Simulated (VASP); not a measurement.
# CuO (C2/c) in VASP: notebook

CuO is run at these levels: PBEsol; tasks: relaxation of shape and atoms at fixed volume.

Program: VASP 6.6.1. These are calculated values, not measurements. Logs are shortened: lines on timing, memory, paths and dates and some standing lists are left out, and cuts for length are marked.

## (1) The cell of the first run

The typed cell holds 4 atoms: a = 2.777 Å, b = 2.777 Å, c = 5.031 Å, α = 89.96°, β = 89.96°, γ = 89.86°.

## (2) Relaxation of shape and atoms at fixed volume, PBEsol (9.70 Å³/atom)

File INCAR:

```
ALGO     = Normal         # electronic algorithm
EDIFF    = 1E-7           # SCF threshold, eV
EDIFFG   = -0.01          # ionic threshold
ENCUT    = 600            # plane-wave cutoff, eV
GGA      = PS             # functional
GGA_COMPAT= False        
IBRION   = 2              # ionic algorithm
ISIF     = 4              # what is computed and relaxed
ISMEAR   = 0              # smearing method
LASPH    = True           # aspherical terms in the spheres
LCHARG   = False          # write CHGCAR
LREAL    = False          # projectors in reciprocal space
LWAVE    = False          # write WAVECAR
NELM     = 120            # most SCF steps
NELMIN   = 4            
NSW      = 50             # ionic steps
PREC     = Accurate       # precision mode
SIGMA    = 0.1            # smearing width, eV
```

File KPOINTS:

```
k-points
0
Gamma
  14 14 8
```

File POSCAR:

```
CuO
1.0
    2.7773903711     -0.0153885580     -0.0038285681
    0.0222999273      2.7773311349     -0.0038052556
    0.0101055920      0.0099956886      5.0313761930
Cu O
2 2
Direct
    0.5000000000      0.0000000000      0.5000000000
    0.0000000000      0.5000000000      0.0000000000
    0.0002687175      0.9997253327      0.2499989860
    0.9997312825      0.0002746673      0.7500010140
```

Potentials or basis: VASP PAW PBE potentials, release 64 (Cu, O).

Run with:

```sh
> cat potpaw_PBE.64/Cu/POTCAR potpaw_PBE.64/O/POTCAR > POTCAR
> mpirun -np 1 vasp_std > vasp.out
```

OUTCAR:

```text
EDIFF = 1E-7
   EDIFFG = -0.01
   ENCUT = 600
   GGA = PS
   IBRION = 2
   ISIF = 4
   ISMEAR = 0
   LASPH = True
   LREAL = False
   NELM = 120
   NELMIN = 4
   NSW = 50
   PREC = Accurate

 ion  position               nearest neighbor table
   1  0.500  0.000  0.500-   3 1.87   4 1.87   4 1.87   3 1.87
   2  0.000  0.500  0.000-   4 1.87   3 1.87   4 1.87   3 1.87
   3  0.000  1.000  0.250-   2 1.87   1 1.87   2 1.87   1 1.87
   4  1.000  0.000  0.750-   2 1.87   1 1.87   2 1.87   1 1.87

  LATTYP: Found a base centered monoclinic cell.
 ALAT       =     3.9327663089
 B/A-ratio  =     0.9975127166
 C/A-ratio  =     1.6245017244
 COS(beta)  =    -0.6162695281

  Lattice vectors:

 A1 = (  -2.7773903711,   0.0153885580,   0.0038285681)
 A2 = (  -0.0222999273,  -2.7773311349,   0.0038052556)
 A3 = (   2.8097958904,   2.7719382655,   5.0237423693)

Analysis of symmetry for initial positions (statically):
=====================================================================
 Subroutine PRICEL returns:
 Original cell was already a primitive cell.

 Routine SETGRP: Setting up the symmetry group for a
 base centered monoclinic supercell.

 Subroutine GETGRP returns: Found  4 space group operations
 (whereof  2 operations were pure point group operations)
 out of a pool of  4 trial point group operations.

The static configuration has the point symmetry S_2 .
 The point group associated with its full space group is C_2h.

Analysis of symmetry for dynamics (positions and initial velocities):
=====================================================================
 Subroutine PRICEL returns:
 Original cell was already a primitive cell.

 Routine SETGRP: Setting up the symmetry group for a
 base centered monoclinic supercell.

 Subroutine GETGRP returns: Found  4 space group operations
 (whereof  2 operations were pure point group operations)
 out of a pool of  4 trial point group operations.

The dynamic configuration has the point symmetry S_2 .
 The point group associated with its full space group is C_2h.

 Subroutine INISYM returns: Found  4 space group operations
 (whereof  2 operations are pure point group operations),
 and found     1 'primitive' translations

----------------------------------------------------------------------------------------

                                     Primitive cell

  volume of cell :      38.8126

  direct lattice vectors                    reciprocal lattice vectors
     2.777390371 -0.015388558 -0.003828568     0.360033204 -0.002891785 -0.000717387
     0.022299927  2.777331135 -0.003805256     0.001993870  0.360040899 -0.000719287
     0.010105592  0.009995689  5.031376193     0.000275471  0.000270100  0.198751689

  length of vectors
     2.777435641  2.777423266  5.031396271     0.360045532  0.360047139  0.198752063

  position of ions in fractional coordinates (direct lattice)
     0.500000000  1.000000000  0.500000000
     1.000000000  0.500000000  1.000000000
     0.000268717  0.999725333  0.249998986
     0.999731283  0.000274667  0.750001014

  ion indices of the primitive-cell ions
   primitive index   ion index
                 1           1
                 2           2
                 3           3
                 4           4

----------------------------------------------------------------------------------------

 KPOINTS: k-points

Automatic generation of k-mesh.
 Grid dimensions read from file:
 generate k-points for:   14   14    8

 Generating k-lattice:

  Cartesian coordinates                     Fractional coordinates (reciprocal lattice)
     0.025716657 -0.000206556 -0.000051242     0.071428571 -0.000000000  0.000000000
     0.000142419  0.025717207 -0.000051378    -0.000000000  0.071428571  0.000000000
     0.000034434  0.000033763  0.024843961     0.000000000 -0.000000000  0.125000000

  Length of vectors
     0.025717538  0.025717653  0.024844008

  Shift w.r.t. Gamma in fractional coordinates (k-lattice)
     0.000000000  0.000000000  0.000000000

 Subroutine IBZKPT returns following result:
 ===========================================

 Found    429 irreducible k-points:

 Following reciprocal coordinates:
            Coordinates               Weight
  0.000000  0.000000  0.000000      1.000000
  0.071429 -0.000000 -0.000000      4.000000
  0.142857 -0.000000  0.000000      4.000000
  0.214286 -0.000000 -0.000000      4.000000
  0.285714 -0.000000  0.000000      4.000000
  0.357143 -0.000000 -0.000000      4.000000
[... 16 lines left out ...]
  0.214286  0.142857  0.000000      4.000000
  0.285714  0.142857 -0.000000      4.000000
 [... further k-points ...]
   k-points           NKPTS =    429   k-points in BZ     NKDIM =    429   number of bands    NBANDS=     21
   number of dos      NEDOS =    301   number of ions     NIONS =      4
   total plane-waves  NPLWV =  23040
   dimension x,y,z NGX =    24 NGY =   24 NGZ =   40
   dimension x,y,z NGXF=    48 NGYF=   48 NGZF=   80
   ions per type =               2   2
   NGX,Y,Z   is equivalent  to a cutoff of  14.37, 14.37, 13.22 a.u.
   NGXF,Y,Z  is equivalent  to a cutoff of  28.73, 28.73, 26.43 a.u.
 SYSTEM =  unknown system
   PREC   = accura    normal or accurate (medium, high low for compatibility)
   ISTART =      0    job   : 0-new  1-cont  2-samecut
   ICHARG =      2    charge: 1-file 2-atom 10-const
   ISPIN  =      1    spin polarized calculation?
   LNONCOLLINEAR =      F non collinear calculations
   LSORBIT =      F    spin-orbit coupling
   LASPH  =      T    aspherical Exc in radial PAW
   ENCUT  =  600.0 eV  44.10 Ry    6.64 a.u.   5.55  5.55 10.05*2*pi/ulx,y,z
   NELM   =    120;   NELMIN=  4; NELMDL= -5     # of ELM steps
   EDIFF  = 0.1E-06   stopping-criterion for ELM
   LREAL  =      F    real-space projection
   EDIFFG = -.1E-01   stopping-criterion for IOM
   NSW    =     50    number of steps for IOM
   IBRION =      2    ionic relax: 0-MD 1-quasi-New 2-CG
   NFREE  =      1    steps in history (QN), initial steepest desc. (CG)
   ISIF   =      4    stress and relaxation
   ISYM   =      2    0-nonsym 1-usesym 2-fastsym
   POTIM  = 0.5000    time-step for ionic-motion
   TEBEG  =    0.0;   TEEND  =   0.0 temperature during run
   PSTRESS=    0.0 pullay stress
   NELECT =      34.0000    total number of electrons
   NUPDOWN=      -1.0000    fix difference up-down
   EMIN   =  10.00;   EMAX   =-10.00  energy-range for DOS
   EFERMI =   0.00;   METHOD = LEGACY
   ISMEAR =     0;   SIGMA  =   0.10  broadening in eV -4-tet -1-fermi 0-gaus
   EFERMI_NEDOS =   21; number of points for ismear=-14 and -15
   IALGO  =     38    algorithm
   IMIX   =      4    mixing-type and parameters
     AMIX     =   0.40;   BMIX     =  1.00
     AMIX_MAG =   1.60;   BMIX_MAG =  1.00
  volume/ion in A,a.u.               =       9.70        65.48
  Fermi-wavevector in a.u.,A,eV,Ry     =   1.566427  2.960117 33.384520  2.453693
  Thomas-Fermi vector in A             =   2.668756
   LORBIT       =      0    0 simple, 1 ext, 2 COOP (PROOUT), +10 PAW based schemes
   GGA     = PS    functional components
   LHFCALC =     F    Hartree Fock is set to
   AEXX    =    0.0000 exact exchange contribution
   IVDW    =     0    specifies the selected vdW correction
   LEPSILON=     F    determine dielectric tensor
   LRPA    =     F    only Hartree local field effects (RPA)
 conjugate gradient relaxation of ions
 non-spin polarized calculation
 Gauss-broadening in eV      SIGMA  =   0.10
  energy-cutoff  :      600.00
  volume of cell :       38.81
 maximum number of plane-waves:      1316
 NGX is ok and might be reduce to    24
   NGX = 11   NGY = 11   NGZ = 21

--------------------------------------- Ionic step        1  -------------------------------------------

 number of electron      34.0000018 magnetization

 Free energy of the ion-electron system (eV)
  ---------------------------------------------------
  ext. energy  EPLUGINS =         0.00000000
  ---------------------------------------------------
  free energy    TOTEN  =       -21.26531404 eV

  energy without entropy =      -21.25309609  energy(sigma->0) =      -21.25920506

------------------------ aborting loop because EDIFF is reached ----------------------------------------

  FORCE on cell =-STRESS in cart. coord.  units (eV):
  Direction    XX          YY          ZZ          XY          YZ          ZX
  --------------------------------------------------------------------------------------
  -------------------------------------------------------------------------------------
  Total        4.3994821      4.3993283      5.3331655      0.0042290      0.0027303      0.0027065
  in kB      181.6097054    181.6033570    220.1519621      0.1745715      0.1127082      0.1117227
  external PRESSURE =     194.4550081 kB  Pullay stress =       0.0000000 kB

 VOLUME and BASIS-vectors are now :
 -----------------------------------------------------------------------------
  energy-cutoff  :      600.00
  volume of cell :       38.81
      direct lattice vectors                 reciprocal lattice vectors
     2.777390371 -0.015388558 -0.003828568     0.360033204 -0.002891785 -0.000717387
     0.022299927  2.777331135 -0.003805256     0.001993870  0.360040899 -0.000719287
     0.010105592  0.009995689  5.031376193     0.000275471  0.000270100  0.198751689
[... 39 lines left out ...]
 POSITION                                       TOTAL-FORCE (eV/Angst)
 -----------------------------------------------------------------------------------
      1.41098      2.76441      2.52899         0.000000     -0.000000     -0.000000
      0.01118      1.38347     -0.00187         0.000000     -0.000000     -0.000000
      0.02569      2.76867      1.26356         0.000679     -0.000689     -0.000000
      2.77391     -0.00680      3.79816        -0.000679      0.000689      0.000000
 -----------------------------------------------------------------------------------
    total drift:                                0.000000     -0.000000     -0.000000

  FREE ENERGIE OF THE ION-ELECTRON SYSTEM (eV)
  ---------------------------------------------------
  free  energy   TOTEN  =       -21.2706141939 eV

  energy  without entropy=      -21.2584799423  energy(sigma->0) =      -21.26454707

--------------------------------------- Ionic step        3  -------------------------------------------

 number of electron      33.9999986 magnetization

 Free energy of the ion-electron system (eV)
  ---------------------------------------------------
  ext. energy  EPLUGINS =         0.00000000
  ---------------------------------------------------
  free energy    TOTEN  =       -21.27251527 eV

  energy without entropy =      -21.26047143  energy(sigma->0) =      -21.26649335

 E-fermi :   6.4689     XC(G=0): -12.3651

 val. band max:        6.4682140877   @ k =   0.5000  -0.0000   0.3750
 cond. band min:       6.4755649776   @ k =  -0.2143   0.0000   0.1250
 fundamental gap:      0.0073508899
 Fermi energy:         6.4689450827

 k-point     1 :       0.0000    0.0000    0.0000
  band No.  band energies     occupation
      1     -14.4004      2.00000
      2     -12.8986      2.00000
      3      -3.0062      2.00000
      4       0.2660      2.00000
      5       0.2716      2.00000
      6       1.9637      2.00000
[... 13 lines left out ...]
     20      12.7443      0.00000
     21      14.1276      0.00000
[... 529 lines left out ...]
 k-point    24 :       0.2857    0.1429   -0.0000
  band No.  band energies     occupation
      1     -13.7546      2.00000
      2     -12.6859      2.00000
      3      -2.0028      2.00000
      4      -0.4984      2.00000
      5      -0.1415      2.00000
      6       0.3047      2.00000
[... 13 lines left out ...]
     20      11.9020      0.00000
     21      15.8610      0.00000

 [... further k-points ...]
[... 5 lines left out ...]
  --------------------------------------------------------------------------------------
  -------------------------------------------------------------------------------------
  Total        4.3327984      4.3326195      4.3300530      0.0048657      0.0007667      0.0007089
  in kB      178.8570187    178.8496311    178.7436894      0.2008534      0.0316478      0.0292640
  external PRESSURE =     178.8167797 kB  Pullay stress =       0.0000000 kB

 VOLUME and BASIS-vectors are now :
 -----------------------------------------------------------------------------
  energy-cutoff  :      600.00
  volume of cell :       38.81
      direct lattice vectors                 reciprocal lattice vectors
     2.756074777 -0.014978760 -0.003702258     0.362817830 -0.002952537 -0.000730211
     0.022420443  2.756009340 -0.003674100     0.001970911  0.362826462 -0.000732661
     0.010366978  0.010261416  5.109517073     0.000264308  0.000258758  0.195712156

 POSITION                                       TOTAL-FORCE (eV/Angst)
 -----------------------------------------------------------------------------------
      1.38322     -0.00236      2.55291         0.000000      0.000000     -0.000000
      0.01121      1.37800     -0.00184         0.000000      0.000000      0.000000
      0.02582      2.75774      1.27370         0.000611     -0.000619     -0.000000
      2.76304     -0.00645      3.82844        -0.000611      0.000619      0.000000
 -----------------------------------------------------------------------------------
    total drift:                                0.000000     -0.000000     -0.000000

  FREE ENERGIE OF THE ION-ELECTRON SYSTEM (eV)
  ---------------------------------------------------
  free  energy   TOTEN  =       -21.2725152688 eV

  energy  without entropy=      -21.2604714325  energy(sigma->0) =      -21.26649335

 reached required accuracy - stopping structural energy minimisation
```

It used 580 s of CPU time on 1 thread of Intel(R) Xeon(R) Platinum 8488C (Sapphire Rapids), with other jobs on the host.

Results:

```yaml
Free_energy: -21.2725 eV
Energy_gained_by_relaxing: 1.8 meV/atom
Ionic_steps: 3
Pressure_after_relaxing: 17.9 GPa
Band_gap_on_the_k_mesh: zero (bands 17 and 18 overlap by 1.21 eV)
```

The path:
| step | energy change (eV) | largest force (eV/Å) | pressure (GPa) | volume (Å³) |
| --- | --- | --- | --- | --- |
| 1 | 0.0000 | 0.0010 | 19.45 | 38.81 |
| 2 | -0.0053 | 0.0010 | 18.68 | 38.81 |
| 3 | -0.0072 | 0.0009 | 17.88 | 38.81 |

Final structure:
```
CELL_PARAMETERS angstrom
2.75607 -0.01498 -0.00370
0.02242 2.75601 -0.00367
0.01037 0.01026 5.10952
ATOMIC_POSITIONS crystal
Cu 0.50000 0.00000 0.50000
Cu 0.00000 0.50000 0.00000
O 0.00030 0.99970 0.25000
O 0.99970 0.00030 0.75000
```

Caveat: the PAW data sets were made with another functional, which shifts forces and pressure a little; semilocal functionals often make such compounds metallic where correlation or magnetic order opens a gap, which also shifts bond lengths. With open d or f shells a metallic result of PBEsol can be an artefact of self-interaction; +U or a hybrid may open a gap.

(Part 1 of 2 ends here.)
